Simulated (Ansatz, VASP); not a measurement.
## Cd4Se: VASP beside Ansatz

INCAR

```
PREC = Accurate
ENCUT = 600
EDIFF = 1E-7
ISMEAR = 0
SIGMA = 0.1
LREAL = False
LASPH = True
NELM = 80
ALGO = Normal
ISIF = 3
LWAVE = False
LCHARG = False
GGA = PE
IBRION = 2
NSW = 100
EDIFFG = -0.01
```

Contents of KPOINTS:

```
regular mesh
0
Gamma
  6 6 10
```

File POSCAR:

```
Cd4Se
1.0
    6.1109289687      0.0000000000      0.0000000000
    0.0000000000      6.1109289687      0.0000000000
    0.0000000000      0.0000000000      3.8068886550
Cd Se
4 1
Direct
    0.7353951619      0.7353951619      0.0000000000
    0.2646048381      0.2646048381      0.0000000000
    0.2646048381      0.7353951619      0.0000000000
    0.7353951619      0.2646048381      0.0000000000
    0.0000000000      0.0000000000      0.5000000000
```

Input for Ansatz:

```yaml
crystal:
  lattice:
    - [6.1109289687, 0.0, 0.0]
    - [0.0, 6.1109289687, 0.0]
    - [0.0, 0.0, 3.806888655]
  atoms:
    - { symbol: Cd, position: [0.7353951619, 0.7353951619, 0.0] }
    - { symbol: Cd, position: [0.2646048381, 0.2646048381, 0.0] }
    - { symbol: Cd, position: [0.2646048381, 0.7353951619, 0.0] }
    - { symbol: Cd, position: [0.7353951619, 0.2646048381, 0.0] }
    - { symbol: Se, position: [0.0, 0.0, 0.5] }
basis:
  ecutwfc: 420
kpoints:
  mp_grid: { grid: [6, 6, 10] }
hamiltonian:
  xc: pbe
scf:
  occupations: { method: gaussian, width: 0.1 }
output:
  forces: true
  stress: true
  eigenvalues: true
  write_density: true
  write_potential: true
  elf: true
  volumetric_format: npy
relax:
  adjacent_minimum: "off"
  f_tol: 0.01
  max_steps: 80
  cell: { stress_tol: 0.05 }
```

Alike in both runs: task relaxation of cell and atoms; functional PBE; k mesh 6 × 6 × 10; occupations gaussian, width 0.1 eV; no spin polarisation.

|  | VASP | Ansatz |
| --- | --- | --- |
| version | VASP 6.6.1 | Ansatz 0.2.0 |
| potentials or method | VASP PAW PBE potentials, release 64 (Cd, Se), cutoff 600 eV | scalar-relativistic, plane waves, PAW |
| valence electrons in the cell | 54 | 96 |

|  | VASP | Ansatz | Ansatz less VASP |
| --- | --- | --- | --- |
| gap on the k mesh at the Fermi level, each at its own relaxed structure (eV) | none | none | - |
| relaxed volume (Å³/atom) | 28.71 | 28.57 | -0.138 |
| relaxed cell length with the largest relative difference (Å) | 6.133 | 6.121 | -0.0116 |

A gap of «none» marks a metal or a gap that the smearing closes. VASP's potentials hold 54 valence electrons a cell and Ansatz's 96, so a difference there can come from the potentials and not from the codes.
